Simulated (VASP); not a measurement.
# Cu (Fm-3m) in VASP: notebook, part 2 of 2

VASP 6.6.1. The steps go on from the part before.

## (5) Single point, r2SCAN

POSCAR

```
Cu
1.0
    0.0000000000      1.7881324402      1.7881324402
    1.7881324402      0.0000000000      1.7881324402
    1.7881324402      1.7881324402      0.0000000000
Cu
1
Direct
    0.0000000000      0.0000000000      0.0000000000
```

INCAR.step1

```
ALGO = Normal
EDIFF = 1E-4
ENCUT = 520
GGA = PE
ISMEAR = 0
LASPH = T
LCHARG = F
LREAL = F
LWAVE = T
NBANDS = 12
NELM = 100
PREC = Accurate
SIGMA = 0.01
```

INCAR.step2

```
ALGO = Normal
EDIFF = 1E-6
ENCUT = 520
ISIF = 2
ISMEAR = 0
ISTART = 1
LASPH = T
LCHARG = F
LMIXTAU = T
LREAL = F
LWAVE = F
METAGGA = R2SCAN
NBANDS = 12
NELM = 100
PREC = Accurate
SIGMA = 0.01
```

KPOINTS

```
k-points
0
Gamma
  15 15 15
```

Potentials or basis: VASP PAW PBE potentials, release 64 (Cu).

Command:

```
$ cat potpaw_PBE.64/Cu/POTCAR > POTCAR
$ cp INCAR.step1 INCAR
$ mpirun -np 1 vasp_std > vasp.out
$ cp INCAR.step2 INCAR
$ mpirun -np 1 vasp_std > vasp.out
```

OUTCAR:

```text
EDIFF = 1E-6
   ENCUT = 520
   ISIF = 2
   ISMEAR = 0
   ISTART = 1
   LASPH = T
   LREAL = F
   METAGGA = R2SCAN
   NELM = 100
   PREC = Accurate

 ion  position               nearest neighbor table
   1  0.000  0.000  0.000-

  LATTYP: Found a face centered cubic cell.
 ALAT       =     3.5762648804

  Lattice vectors:

 A1 = (   0.0000000000,   1.7881324402,   1.7881324402)
 A2 = (   1.7881324402,   0.0000000000,   1.7881324402)
 A3 = (   1.7881324402,   1.7881324402,   0.0000000000)

Analysis of symmetry for initial positions (statically):
=====================================================================
 Subroutine PRICEL returns:
 Original cell was already a primitive cell.

 Routine SETGRP: Setting up the symmetry group for a
 face centered cubic supercell.

 Subroutine GETGRP returns: Found 48 space group operations
 (whereof 48 operations were pure point group operations)
 out of a pool of 48 trial point group operations.

The static configuration has the point symmetry O_h .

Analysis of symmetry for dynamics (positions and initial velocities):
=====================================================================
 Subroutine PRICEL returns:
 Original cell was already a primitive cell.

 Routine SETGRP: Setting up the symmetry group for a
 face centered cubic supercell.

 Subroutine GETGRP returns: Found 48 space group operations
 (whereof 48 operations were pure point group operations)
 out of a pool of 48 trial point group operations.

The dynamic configuration has the point symmetry O_h .

 Subroutine INISYM returns: Found 48 space group operations
 (whereof 48 operations are pure point group operations),
 and found     1 'primitive' translations

----------------------------------------------------------------------------------------

                                     Primitive cell

  volume of cell :      11.4348

[... 107 lines left out ...]
  volume/ion in A,a.u.               =      11.43        77.17
  Fermi-wavevector in a.u.,A,eV,Ry     =   1.616079  3.053947 35.534510  2.611713
  Thomas-Fermi vector in A             =   2.710724
   LORBIT       =      0    0 simple, 1 ext, 2 COOP (PROOUT), +10 PAW based schemes
   METAGGA = R2SCAN    functional components
   LHFCALC =     F    Hartree Fock is set to
   AEXX    =    0.0000 exact exchange contribution
   IVDW    =     0    specifies the selected vdW correction
   LEPSILON=     F    determine dielectric tensor
   LRPA    =     F    only Hartree local field effects (RPA)
 non-spin polarized calculation
 Gauss-broadening in eV      SIGMA  =   0.01
  energy-cutoff  :      520.00
  volume of cell :       11.43
 maximum number of plane-waves:       331
   NGX =  9   NGY =  9   NGZ =  9

 number of electron      11.0000012 magnetization

 Free energy of the ion-electron system (eV)
  ---------------------------------------------------
  ext. energy  EPLUGINS =         0.00000000
  ---------------------------------------------------
  free energy    TOTEN  =       -10.82502145 eV

  energy without entropy =      -10.82494120  energy(sigma->0) =      -10.82498132

 E-fermi :   7.8850     XC(G=0): -13.9662

 val. band max:        7.8624209746   @ k =  -0.4000   0.1333   0.0000
 cond. band min:       7.8855329905   @ k =  -0.4667   0.1333   0.0667
 fundamental gap:      0.0231120158
 Fermi energy:         7.8849848323

 k-point     1 :       0.0000    0.0000    0.0000
  band No.  band energies     occupation
      1      -2.1272      2.00000
      2       4.5507      2.00000
      3       4.5508      2.00000
      4       4.5508      2.00000
      5       5.4082      2.00000
      6       5.4082      2.00000
      7      31.4514      0.00000
      8      34.7442      0.00000
      9      34.7442      0.00000
     10      34.7445      0.00000
     11      37.1570      0.00000
     12      37.1570      0.00000
[... 331 lines left out ...]
 k-point    24 :       0.2000    0.1333    0.0000
  band No.  band energies     occupation
      1      -0.6293      2.00000
      2       4.1564      2.00000
      3       4.8350      2.00000
      4       4.8679      2.00000
      5       5.1459      2.00000
      6       5.5565      2.00000
      7      26.5216      0.00000
      8      29.0528      0.00000
      9      29.8893      0.00000
     10      32.2195      0.00000
     11      35.5522      0.00000
     12      41.1401      0.00000

 [... further k-points ...]
[... 5 lines left out ...]
  --------------------------------------------------------------------------------------
  -------------------------------------------------------------------------------------
  Total        0.0225380      0.0225380      0.0225380      0.0000000     -0.0000000      0.0000000
  in kB        3.1578859      3.1578859      3.1578859      0.0000000     -0.0000000      0.0000000
  external PRESSURE =       3.1578859 kB  Pullay stress =       0.0000000 kB

 VOLUME and BASIS-vectors are now :
 -----------------------------------------------------------------------------
  energy-cutoff  :      520.00
  volume of cell :       11.43
      direct lattice vectors                 reciprocal lattice vectors
     0.000000000  1.788132440  1.788132440    -0.279621346  0.279621346  0.279621346
     1.788132440  0.000000000  1.788132440     0.279621346 -0.279621346  0.279621346
     1.788132440  1.788132440  0.000000000     0.279621346  0.279621346 -0.279621346

 POSITION                                       TOTAL-FORCE (eV/Angst)
 -----------------------------------------------------------------------------------
      0.00000      0.00000      0.00000         0.000000      0.000000     -0.000000
 -----------------------------------------------------------------------------------
    total drift:                                0.000000      0.000000      0.000000

  FREE ENERGIE OF THE ION-ELECTRON SYSTEM (eV)
  ---------------------------------------------------
  free  energy   TOTEN  =       -10.8250214465 eV

  energy  without entropy=      -10.8249412002  energy(sigma->0) =      -10.82498132
```

It took 61 s on 1 thread of Intel Xeon 6975P-C, shared host; peak memory 0.14 GiB.

Results:

| Quantity | Value |
| --- | --- |
| Free energy | -10.8250 eV |
| Pressure | 0.3 GPa |

Levels at points of the mesh, in eV from the Fermi level:
```
           k point  band 3  band 4  band 5  band 6  band 7  band 8  band 9  band 10
(0.00, 0.00, 0.00)   -3.33   -3.33   -2.48   -2.48   23.57   26.86   26.86    26.86
```

Caveat: the PAW data sets were made with another functional, which shifts forces and pressure a little.

## (6) The runs side by side

```csv
k mesh,smearing,gap on the mesh (eV),pressure (GPa)
8 × 8 × 8,fermi-dirac 0.1 eV,none,1.4
15 × 15 × 15,fermi-dirac 0.6 eV,none,3.6
15 × 15 × 15,fermi-dirac 1 eV,none,10.5
15 × 15 × 15,gaussian 0.01 eV,none,0.3
```

Alike in all rows: task single point; level r2SCAN; potentials or basis VASP PAW PBE potentials, release 64 (Cu); no spin polarisation; cell as given; cutoff (eV) 520.

Caveats: some runs use coarse meshes; the PAW data sets were made with another functional, which shifts forces and pressure a little.

Total energies depend on the potentials used, so only differences within one code and one set of settings carry meaning.
